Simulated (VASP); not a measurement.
Here is a VASP 6.6.1 calculation.

INCAR

```
PREC = Accurate
ENCUT = 520
EDIFF = 1E-8
ISMEAR = -1
SIGMA = 0.15
LREAL = F
LASPH = T
NELM = 100
ALGO = Fast
ISIF = 2
LWAVE = F
LCHARG = F
GGA = CA
LEFG = T
NBANDS = 34
```

KPOINTS

```
Automatic mesh
0
Gamma
  12 12 6
```

The input POSCAR:

```
Sc2Al
1.0
    4.7952771199      0.0000000000      0.0000000000
   -2.3976385599      4.1528318040      0.0000000000
    0.0000000000      0.0000000000      6.0131978033
Sc Al
4 2
Direct
    0.0000000000      0.0000000000      0.0000000000
    0.0000000000      0.0000000000      0.5000000000
    0.3333333333      0.6666666667      0.7500000000
    0.6666666667      0.3333333333      0.2500000000
    0.3333333333      0.6666666667      0.2500000000
    0.6666666667      0.3333333333      0.7500000000
```

Potentials or basis: VASP PAW LDA potentials, release 64 (Sc_sv, Al).

Command:

```console
$ cat potpaw_LDA.64/Sc_sv/POTCAR potpaw_LDA.64/Al/POTCAR > POTCAR
$ mpirun -np 1 vasp_std > vasp.out
```

**Question.** What does it give for the band gap on the k mesh?

**Answer.** Zero (bands 25 and 26 overlap by 0.81 eV).

**Question.** Predict the pressure.

**Answer.** 0.2 GPa.

Electric field gradients, principal values (V/Å²):
```csv
atom,least,middle,greatest (by size)
1 Sc,7.040,7.043,-14.083
2 Sc,7.040,7.043,-14.083
3 Sc,-2.597,-2.600,5.197
4 Sc,-2.597,-2.600,5.197
5 Al,-4.302,-4.302,8.604
6 Al,-4.302,-4.302,8.604
```

Caveat: without QUAD_EFG the Cq values of the log hold for a quadrupole moment of 1 mb, not for the nuclei.
